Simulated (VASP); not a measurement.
# Nb3C (F-43m) in VASP: further runs

Runs on Nb3C. Level: PBE. Tasks: relaxation of cell and atoms, single point.

All numbers are computed with VASP 6.6.1; they aren't measurements. Logs are shortened: lines on timing, memory, paths and dates and some standing lists are left out, and cuts for length are marked.

### Step 1. The cell of the first run

Symmetry: F-43m, No. 216, cubic system. Conventional cell: a = 7.858 Å, b = 7.858 Å, c = 7.858 Å, α = 90.00°, β = 90.00°, γ = 90.00°. Within 2.0 Å of Nb (site symmetry 3m) lie 1 C at 1.45 Å and 1 Nb at 1.95 Å. Within 2.6 Å of Nb (site symmetry -43m) lie 4 Nb at 1.95 Å. Nb (site symmetry -43m) has 18 Nb at 3.22 to 3.93 Å and 8 C at 3.40 Å within 4.2 Å. C (site symmetry -43m) has 20 Nb at 3.31 to 3.40 Å and 6 C at 3.93 Å within 4.4 Å. Within 1.9 Å of C (site symmetry -43m) lie 4 Nb at 1.45 Å.

The cell was generated, and may not be a known phase.

### Step 2. Relaxation of cell and atoms, PBE

Input file INCAR:

```
PREC = Accurate ; ENCUT = 600
EDIFF = 1E-6 ; ISMEAR = 0
SIGMA = 0.1 ; LREAL = F
LASPH = T ; NELM = 60
ALGO = Normal ; ISIF = 3
LWAVE = F ; LCHARG = F
GGA = PE ; IBRION = 2
NSW = 90 ; EDIFFG = -0.04
```

Input file KPOINTS:

```
regular mesh
0
Gamma
  4 4 4
```

Input file POSCAR:

```
Nb3C
1.0
    0.0000000000      3.9290152600      3.9290152600
    3.9290152600      0.0000000000      3.9290152600
    3.9290152600      3.9290152600      0.0000000000
Nb C
6 2
Direct
    0.8567970300      0.8567970300      0.8567970300
    0.8567970300      0.8567970300      0.4296089100
    0.8567970300      0.4296089100      0.8567970300
    0.4296089100      0.8567970300      0.8567970300
    0.0000000000      0.0000000000      0.0000000000
    0.5000000000      0.5000000000      0.5000000000
    0.2500000000      0.2500000000      0.2500000000
    0.7500000000      0.7500000000      0.7500000000
```

Potentials or basis: VASP PAW PBE potentials, release 64 (Nb_sv, C).

Run with:

```
$ cat potpaw_PBE.64/Nb_sv/POTCAR potpaw_PBE.64/C/POTCAR > POTCAR
$ mpirun -np 1 vasp_std > vasp.out
```

OUTCAR:

```text
PREC = Accurate
   ENCUT = 600
   EDIFF = 1E-6
   ISMEAR = 0
   LREAL = F
   LASPH = T
   NELM = 60
   ISIF = 3
   GGA = PE
   IBRION = 2
   NSW = 90
   EDIFFG = -0.04

 ion  position               nearest neighbor table
   1  0.857  0.857  0.857-   8 1.45   5 1.95   4 2.37   2 2.37   3 2.37
   2  0.857  0.857  0.430-   8 1.45   5 1.95   4 2.37   1 2.37   3 2.37
   3  0.857  0.430  0.857-   8 1.45   5 1.95   4 2.37   1 2.37   2 2.37
   4  0.430  0.857  0.857-   8 1.45   5 1.95   3 2.37   1 2.37   2 2.37
   5  0.000  0.000  0.000-   1 1.95   2 1.95   3 1.95   4 1.95
   6  0.500  0.500  0.500-
   7  0.250  0.250  0.250-
   8  0.750  0.750  0.750-   2 1.45   3 1.45   4 1.45   1 1.45

  LATTYP: Found a face centered cubic cell.
 ALAT       =     7.8580305200

  Lattice vectors:

 A1 = (   0.0000000000,   3.9290152600,   3.9290152600)
 A2 = (   3.9290152600,   0.0000000000,   3.9290152600)
 A3 = (   3.9290152600,   3.9290152600,   0.0000000000)

Analysis of symmetry for initial positions (statically):
=====================================================================
 Subroutine PRICEL returns:
 Original cell was already a primitive cell.

 Routine SETGRP: Setting up the symmetry group for a
 face centered cubic supercell.

 Subroutine GETGRP returns: Found 24 space group operations
 (whereof 24 operations were pure point group operations)
 out of a pool of 48 trial point group operations.

The static configuration has the point symmetry T_d .

Analysis of symmetry for dynamics (positions and initial velocities):
=====================================================================
 Subroutine PRICEL returns:
 Original cell was already a primitive cell.

 Routine SETGRP: Setting up the symmetry group for a
 face centered cubic supercell.

 Subroutine GETGRP returns: Found 24 space group operations
 (whereof 24 operations were pure point group operations)
 out of a pool of 48 trial point group operations.

The dynamic configuration has the point symmetry T_d .

 Subroutine INISYM returns: Found 24 space group operations
 (whereof 24 operations are pure point group operations),
 and found     1 'primitive' translations

----------------------------------------------------------------------------------------

                                     Primitive cell

  volume of cell :     121.3057

  direct lattice vectors                    reciprocal lattice vectors
     0.000000000  3.929015260  3.929015260    -0.127258350  0.127258350  0.127258350
     3.929015260  0.000000000  3.929015260     0.127258350 -0.127258350  0.127258350
     3.929015260  3.929015260  0.000000000     0.127258350  0.127258350 -0.127258350

  length of vectors
     5.556466667  5.556466667  5.556466667     0.220417928  0.220417928  0.220417928

  position of ions in fractional coordinates (direct lattice)
     0.856797030  0.856797030  0.856797030
     0.856797030  0.856797030  0.429608910
     0.856797030  0.429608910  0.856797030
     0.429608910  0.856797030  0.856797030
     0.000000000  0.000000000  0.000000000
     0.500000000  0.500000000  0.500000000
     0.250000000  0.250000000  0.250000000
     0.750000000  0.750000000  0.750000000

  ion indices of the primitive-cell ions
   primitive index   ion index
                 1           1
                 2           2
                 3           3
                 4           4
                 5           5
                 6           6
                 7           7
                 8           8

----------------------------------------------------------------------------------------

 KPOINTS: regular mesh

Automatic generation of k-mesh.
 Grid dimensions read from file:
 generate k-points for:    4    4    4

 Generating k-lattice:

  Cartesian coordinates                     Fractional coordinates (reciprocal lattice)
    -0.031814588  0.031814588  0.031814588     0.250000000  0.000000000  0.000000000
     0.031814588 -0.031814588  0.031814588     0.000000000  0.250000000  0.000000000
     0.031814588  0.031814588 -0.031814588     0.000000000  0.000000000  0.250000000

  Length of vectors
     0.055104482  0.055104482  0.055104482

  Shift w.r.t. Gamma in fractional coordinates (k-lattice)
     0.000000000  0.000000000  0.000000000

 Subroutine IBZKPT returns following result:
 ===========================================

 Found      8 irreducible k-points:

 Following reciprocal coordinates:
            Coordinates               Weight
  0.000000  0.000000  0.000000      1.000000
  0.250000  0.000000  0.000000      8.000000
  0.500000  0.000000  0.000000      4.000000
  0.250000  0.250000  0.000000      6.000000
  0.500000  0.250000  0.000000     24.000000
 -0.250000  0.250000  0.000000     12.000000
  0.500000  0.500000  0.000000      3.000000
 -0.250000  0.500000  0.250000      6.000000
   k-points           NKPTS =      8   k-points in BZ     NKDIM =      8   number of bands    NBANDS=     51
   number of dos      NEDOS =    301   number of ions     NIONS =      8
   total plane-waves  NPLWV = 110592
   dimension x,y,z NGX =    48 NGY =   48 NGZ =   48
   dimension x,y,z NGXF=    96 NGYF=   96 NGZF=   96
   ions per type =               6   2
   NGX,Y,Z   is equivalent  to a cutoff of  14.36, 14.36, 14.36 a.u.
   NGXF,Y,Z  is equivalent  to a cutoff of  28.72, 28.72, 28.72 a.u.
 SYSTEM =  unknown system
   PREC   = accura    normal or accurate (medium, high low for compatibility)
   ISTART =      0    job   : 0-new  1-cont  2-samecut
   ICHARG =      2    charge: 1-file 2-atom 10-const
   ISPIN  =      1    spin polarized calculation?
   LNONCOLLINEAR =      F non collinear calculations
   LSORBIT =      F    spin-orbit coupling
   LASPH  =      T    aspherical Exc in radial PAW
   ENCUT  =  600.0 eV  44.10 Ry    6.64 a.u.  11.10 11.10 11.10*2*pi/ulx,y,z
   NELM   =     60;   NELMIN=  2; NELMDL= -5     # of ELM steps
   EDIFF  = 0.1E-05   stopping-criterion for ELM
   LREAL  =      F    real-space projection
   EDIFFG = -.4E-01   stopping-criterion for IOM
   NSW    =     90    number of steps for IOM
   IBRION =      2    ionic relax: 0-MD 1-quasi-New 2-CG
   NFREE  =      1    steps in history (QN), initial steepest desc. (CG)
   ISIF   =      3    stress and relaxation
   ISYM   =      2    0-nonsym 1-usesym 2-fastsym
   POTIM  = 0.5000    time-step for ionic-motion
   TEBEG  =    0.0;   TEEND  =   0.0 temperature during run
   PSTRESS=    0.0 pullay stress
   NELECT =      86.0000    total number of electrons
   NUPDOWN=      -1.0000    fix difference up-down
   EMIN   =  10.00;   EMAX   =-10.00  energy-range for DOS
   EFERMI =   0.00;   METHOD = LEGACY
   ISMEAR =     0;   SIGMA  =   0.10  broadening in eV -4-tet -1-fermi 0-gaus
   EFERMI_NEDOS =   21; number of points for ismear=-14 and -15
   IALGO  =     38    algorithm
   IMIX   =      4    mixing-type and parameters
     AMIX     =   0.40;   BMIX     =  1.00
     AMIX_MAG =   1.60;   BMIX_MAG =  1.00
  volume/ion in A,a.u.               =      15.16       102.33
  Fermi-wavevector in a.u.,A,eV,Ry     =   1.459757  2.758541 28.992530  2.130891
  Thomas-Fermi vector in A             =   2.576287
   LORBIT       =      0    0 simple, 1 ext, 2 COOP (PROOUT), +10 PAW based schemes
   GGA     = PE    functional components
   LHFCALC =     F    Hartree Fock is set to
   AEXX    =    0.0000 exact exchange contribution
   IVDW    =     0    specifies the selected vdW correction
   LEPSILON=     F    determine dielectric tensor
   LRPA    =     F    only Hartree local field effects (RPA)
 conjugate gradient relaxation of ions
 non-spin polarized calculation
 Gauss-broadening in eV      SIGMA  =   0.10
  energy-cutoff  :      600.00
  volume of cell :      121.31
 maximum number of plane-waves:      4088
 NGX is ok and might be reduce to    48
   NGX = 23   NGY = 23   NGZ = 23

--------------------------------------- Ionic step        1  -------------------------------------------

 number of electron      85.9999999 magnetization

 Free energy of the ion-electron system (eV)
  ---------------------------------------------------
  ext. energy  EPLUGINS =         0.00000000
  ---------------------------------------------------
  free energy    TOTEN  =       -20.43435650 eV

  energy without entropy =      -20.38051372  energy(sigma->0) =      -20.40743511

------------------------ aborting loop because EDIFF is reached ----------------------------------------

  FORCE on cell =-STRESS in cart. coord.  units (eV):
  Direction    XX          YY          ZZ          XY          YZ          ZX
  --------------------------------------------------------------------------------------
  -------------------------------------------------------------------------------------
  Total      119.9694534    119.9694534    119.9694534      0.0000000      0.0000000      0.0000000
  in kB     1584.5287370   1584.5287370   1584.5287370      0.0000000      0.0000000      0.0000000
  external PRESSURE =    1584.5287370 kB  Pullay stress =       0.0000000 kB
[... 29 lines left out ...]
--------------------------------------- Ionic step        2  -------------------------------------------

 number of electron      86.0000078 magnetization

------------------------ aborting loop EDIFF was not reached (unconverged)  ----------------------------

  FORCE on cell =-STRESS in cart. coord.  units (eV):
  Direction    XX          YY          ZZ          XY          YZ          ZX
  --------------------------------------------------------------------------------------
  -------------------------------------------------------------------------------------
  Total      491.0499569    491.0499569    491.0499569      0.0000000      0.0000000     -0.0000000
  in kB     1266.9364026   1266.9364026   1266.9364026      0.0000000      0.0000000     -0.0000000
  external PRESSURE =    1266.9364026 kB  Pullay stress =       0.0000000 kB
[... 1824 lines left out ...]
     50       4.5756      0.00000
     51       4.6303      0.00000

[... ionic steps 4 to 40 ...]

--------------------------------------- Ionic step       41  -------------------------------------------

 number of electron      85.9999993 magnetization

------------------------ aborting loop because EDIFF is reached ----------------------------------------
[... 79 lines left out ...]
--------------------------------------- Ionic step       43  -------------------------------------------

 number of electron      85.9999987 magnetization

 Free energy of the ion-electron system (eV)
  ---------------------------------------------------
  ext. energy  EPLUGINS =         0.00000000
  ---------------------------------------------------
  free energy    TOTEN  =       -53.11903456 eV

  energy without entropy =      -53.06516959  energy(sigma->0) =      -53.09210207

 E-fermi :   4.5773     XC(G=0):  -9.3857

 val. band max:        4.5355953552   @ k =   0.5000   0.5000   0.0000
 cond. band min:       4.5954576749   @ k =  -0.2500   0.5000   0.2500
 fundamental gap:      0.0598623197
 Fermi energy:         4.5772580315
[... 465 lines left out ...]
  FREE ENERGIE OF THE ION-ELECTRON SYSTEM (eV)
  ---------------------------------------------------
  free  energy   TOTEN  =       -53.1190345563 eV

  energy  without entropy=      -53.0651695909  energy(sigma->0) =      -53.09210207

 reached required accuracy - stopping structural energy minimisation
```

Wall time 78 min (1 thread of Intel Xeon Platinum 8488C (Sapphire Rapids), shared host); peak memory 0.38 GiB.

What came out:

* Free energy: -53.1190 eV
* Relaxed volume: 26.82 Å³/atom
* Relaxed cell: a = 6.720 Å, b = 6.720 Å, c = 6.720 Å, α = 60.00°, β = 60.00°, γ = 60.00°
* Space group after relaxing (to 0.1 Å): F-43m (No. 216)
* Pressure after relaxing: 0.0 GPa
* Largest force after relaxing: 0.013 eV/Å
* Band gap on the k mesh: zero (bands 43 and 44 overlap by 0.08 eV)

Forces on the atoms (eV/Å):
```
Nb   0.008  0.008  0.008
Nb  -0.008 -0.008  0.008
Nb  -0.008  0.008 -0.008
Nb   0.008 -0.008 -0.008
Nb   0.000  0.000  0.000
Nb   0.000  0.000  0.000
C    0.000  0.000  0.000
C    0.000  0.000  0.000
```

Final structure:
```
CELL_PARAMETERS angstrom
0.00000 4.75142 4.75142
4.75142 0.00000 4.75142
4.75142 4.75142 0.00000
ATOMIC_POSITIONS crystal
Nb 0.86488 0.86488 0.86488
Nb 0.86488 0.86488 0.40535
Nb 0.86488 0.40535 0.86488
Nb 0.40535 0.86488 0.86488
Nb 0.00000 0.00000 0.00000
Nb 0.50000 0.50000 0.50000
C 0.25000 0.25000 0.25000
C 0.75000 0.75000 0.75000
```

Caveat: the volume moved by over 15 % at a fixed basis, so the end points are rough.

### Step 3. Single point, PBE, collinear spin

This run uses another cell than the first one, of 27.04 Å³/atom.

Input file INCAR:

```
PREC     = Accurate       # precision mode
ENCUT    = 520            # plane-wave cutoff, eV
EDIFF    = 1E-6           # SCF threshold, eV
ISMEAR   = 0              # smearing method
SIGMA    = 0.1            # smearing width, eV
LREAL    = F              # projectors in reciprocal space
LASPH    = T              # aspherical terms in the spheres
NELM     = 150            # most SCF steps
ALGO     = Normal         # electronic algorithm
ISIF     = 2              # what is computed and relaxed
LWAVE    = F              # write WAVECAR
LCHARG   = F              # write CHGCAR
ISPIN    = 2              # spin polarisation
MAGMOM   = 1 1 1 1 1 1 0 0 # initial moments
LORBIT   = 11             # projections on sites
LMAXMIX  = 4              # l up to which the mixer works
GGA      = PE             # functional
NBANDS   = 57             # bands
```

KPOINTS is that of step 2.

Input file POSCAR:

```
Nb3C
1.0
    0.0000000000      4.7643136019      4.7643136019
    4.7643136019      0.0000000000      4.7643136019
    4.7643136019      4.7643136019      0.0000000000
Nb C
6 2
Direct
    0.1351065798      0.5946802607      0.1351065798
    0.1351065798      0.1351065798      0.1351065798
    0.5946802607      0.1351065798      0.1351065798
    0.1351065798      0.1351065798      0.5946802607
    0.0000000000      0.0000000000      0.0000000000
    0.5000000000      0.5000000000      0.5000000000
    0.7500000000      0.7500000000      0.7500000000
    0.2500000000      0.2500000000      0.2500000000
```

Potentials or basis: VASP PAW PBE potentials, release 64 (Nb_sv, C).

Run with:

```
$ cat potpaw_PBE.64/Nb_sv/POTCAR potpaw_PBE.64/C/POTCAR > POTCAR
$ mpirun -np 1 vasp_std > vasp.out
```

OUTCAR:

```text
PREC = Accurate
   ENCUT = 520
   EDIFF = 1E-6
   ISMEAR = 0
   LREAL = F
   LASPH = T
   NELM = 150
   ISIF = 2
   ISPIN = 2
   LORBIT = 11
   GGA = PE

 ion  position               nearest neighbor table
   1  0.135  0.595  0.135-   8 1.90   5 2.23
   2  0.135  0.135  0.135-   8 1.90   5 2.23
   3  0.595  0.135  0.135-   8 1.90   5 2.23
   4  0.135  0.135  0.595-   8 1.90   5 2.23
   5  0.000  0.000  0.000-   1 2.23   3 2.23   4 2.23   2 2.23
   6  0.500  0.500  0.500-
   7  0.750  0.750  0.750-
   8  0.250  0.250  0.250-   2 1.90   1 1.90   3 1.90   4 1.90

  LATTYP: Found a face centered cubic cell.
 ALAT       =     9.5286272038

  Lattice vectors:

[... 1153 lines left out ...]
      1.28738      3.47693      3.47693         0.013736     -0.013736     -0.013736
      3.47693      3.47693      1.28738        -0.013736     -0.013736      0.013736
      0.00000      0.00000      0.00000         0.000000      0.000000      0.000000
      4.76431      4.76431      4.76431         0.000000      0.000000      0.000000
      7.14647      7.14647      7.14647         0.000000      0.000000      0.000000
      2.38216      2.38216      2.38216         0.000000      0.000000      0.000000
 -----------------------------------------------------------------------------------
    total drift:                               -0.000000     -0.000000     -0.000001

  FREE ENERGIE OF THE ION-ELECTRON SYSTEM (eV)
  ---------------------------------------------------
  free  energy   TOTEN  =       -53.3349749502 eV

  energy  without entropy=      -53.2707203391  energy(sigma->0) =      -53.30284764

 total charge

# of ion       s       p       d       tot
------------------------------------------
    1        2.179   5.965   2.726  10.870
    2        2.179   5.965   2.726  10.870
    3        2.179   5.965   2.726  10.870
    4        2.179   5.965   2.726  10.870
    5        2.152   5.956   3.610  11.718
    6        2.125   5.906   2.270  10.302
    7        1.053   0.912   0.000   1.965
    8        0.963   1.705   0.000   2.668
--------------------------------------------------
tot         15.011  38.337  16.785  70.134

 magnetization (x)

# of ion       s       p       d       tot
------------------------------------------
    1        0.004   0.001   0.019   0.024
    2        0.004   0.001   0.019   0.024
    3        0.004   0.001   0.019   0.024
    4        0.004   0.001   0.019   0.024
    5        0.000  -0.003  -0.036  -0.038
    6        0.001   0.001   0.100   0.101
    7       -0.024  -0.634   0.000  -0.658
    8       -0.000   0.004   0.000   0.004
--------------------------------------------------
tot         -0.008  -0.627   0.139  -0.496
```

stdout:

```text
POSCAR found type information on POSCAR NbC
 POSCAR found :  2 types and       8 ions
 scaLAPACK will be used
 LDA part: xc-table for (Slater+PW92), standard interpolation
 POSCAR, INCAR and KPOINTS ok, starting setup
 FFT: planning ... GRIDC
 FFT: planning ... GRID_SOFT
 FFT: planning ... GRID
 WAVECAR not read
 entering main loop
```

Run time: 6.5 min. Hardware: 1 thread of Intel Xeon Platinum 8488C (Sapphire Rapids), shared host; peak memory 0.5 GiB.

What came out:

```yaml
Free_energy: -53.3350 eV
Pressure: 0.4 GPa
Largest_force: 0.024 eV/Å
Net_moment: -1.00 μB per cell
Site_moments: Nb +0.02, -0.04, +0.10 (each value once); C -0.66, +0.00 μB
Valence_electrons_inside_the_program's_atomic_spheres: Nb 10.87, 11.72, 10.30 (each value once); C 1.97, 2.67
```

Forces on the atoms (eV/Å):
```
Nb  -0.014  0.014 -0.014
Nb   0.014  0.014  0.014
Nb   0.014 -0.014 -0.014
Nb  -0.014 -0.014  0.014
Nb   0.000  0.000  0.000
Nb   0.000  0.000  0.000
C    0.000  0.000  0.000
C    0.000  0.000  0.000
```

Levels at points of the mesh, in eV from the Fermi level:
Spin up:
| k point | band 41 | band 42 | band 43 | band 44 | band 45 | band 46 |
| --- | --- | --- | --- | --- | --- | --- |
| (0.00, 0.00, 0.00) | -0.24 | 0.14 | 0.14 | 0.82 | 0.82 | 1.08 |
| (0.50, 0.00, 0.00) | -0.23 | -0.20 | -0.20 | 0.30 | 0.31 | 0.31 |
| (0.50, 0.50, 0.00) | -0.51 | -0.04 | -0.04 | 0.04 | 0.48 | 0.48 |
Spin down:
| k point | band 40 | band 41 | band 42 | band 43 | band 44 | band 45 | band 46 | band 47 |
| --- | --- | --- | --- | --- | --- | --- | --- | --- |
| (0.00, 0.00, 0.00) | -0.32 | -0.32 | -0.02 | -0.02 | 0.62 | 0.62 | 0.62 | 0.89 |
| (0.50, 0.00, 0.00) | -0.66 | -0.24 | -0.24 | -0.15 | 0.03 | 0.22 | 0.22 | 0.55 |
| (0.50, 0.50, 0.00) | -0.48 | -0.46 | -0.21 | -0.21 | -0.09 | 0.08 | 0.49 | 0.49 |

The gap in the log of VASP goes by the Fermi energy; the results here count the filled bands.